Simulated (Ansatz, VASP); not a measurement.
**Two plane-wave programs on GaAs**

INCAR

```
SYSTEM = GaAs
PREC = Accurate
ENCUT = 500
EDIFF = 1E-6
ISMEAR = 0
SIGMA = 0.01
LREAL = .False.
LASPH = .True.
NELM = 120
ALGO = Normal
ISIF = 2
LWAVE = .False.
LCHARG = .False.
GGA = PE
NBANDS = 16
GGA_COMPAT = .False.
```

KPOINTS

```
Automatic mesh
0
Gamma
  10 10 10
  0 0 0
```

The input POSCAR:

```
GaAs
1.0
    0.0000000000      2.8729505878      2.8729505878
    2.8729505878      0.0000000000      2.8729505878
    2.8729505878      2.8729505878      0.0000000000
Ga As
1 1
Direct
    0.0000000000      0.0000000000      0.0000000000
    0.2500000000      0.2500000000      0.2500000000
```

Input for Ansatz:

```yaml
crystal:
  lattice:
    - [0.0, 2.8729505878, 2.8729505878]
    - [2.8729505878, 0.0, 2.8729505878]
    - [2.8729505878, 2.8729505878, 0.0]
  atoms:
    - { symbol: Ga, position: [0.0, 0.0, 0.0] }
    - { symbol: As, position: [0.25, 0.25, 0.25] }
basis:
  ecutwfc: 420
kpoints:
  mp_grid: { grid: [10, 10, 10] }
  band_path:
    path:
      - [[0.0, 0.0, 0.0], [-0.5, -0.5, 0.0], [-0.375, -0.375, 0.25]]
      - [[-0.375, 0.0, 0.375], [0.0, 0.0, 0.0], [0.0, 0.0, 0.5], [-0.5, -0.25, 0.25], [-0.5, -0.5, 0.0]]
    npoints: 10
hamiltonian:
  xc: pbe
  pseudopotentials: { kind: paw, azcp: { folder: soft_1 } }
scf:
  occupations: { method: gaussian, width: 0.01 }
  n_extra_bands: 7
output:
  forces: true
  stress: true
  eigenvalues: true
```

Alike in both runs: task single point; functional PBE; k mesh 10 × 10 × 10; occupations gaussian, width 0.01 eV; no spin polarisation.

```csv
,VASP,Ansatz
version,VASP 6.6.1,Ansatz 0.2.0
potentials or method,"VASP PAW PBE potentials, release 64 (Ga_d, As), cutoff 500 eV","scalar-relativistic, plane waves, PAW"
valence electrons in the cell,18,28
```

```csv
,VASP,Ansatz,Ansatz less VASP
gap on the k mesh at the Fermi level (eV),0.16,0.16,0.000
least direct gap on the mesh (eV),0.16,0.16,0.000
pressure (GPa),0.1,0.0,-0.13
```

The functional is the same, so the differences come from potentials, cutoffs and numerics. VASP's potentials hold 18 valence electrons a cell and Ansatz's 28, so a difference there can come from the potentials and not from the codes.
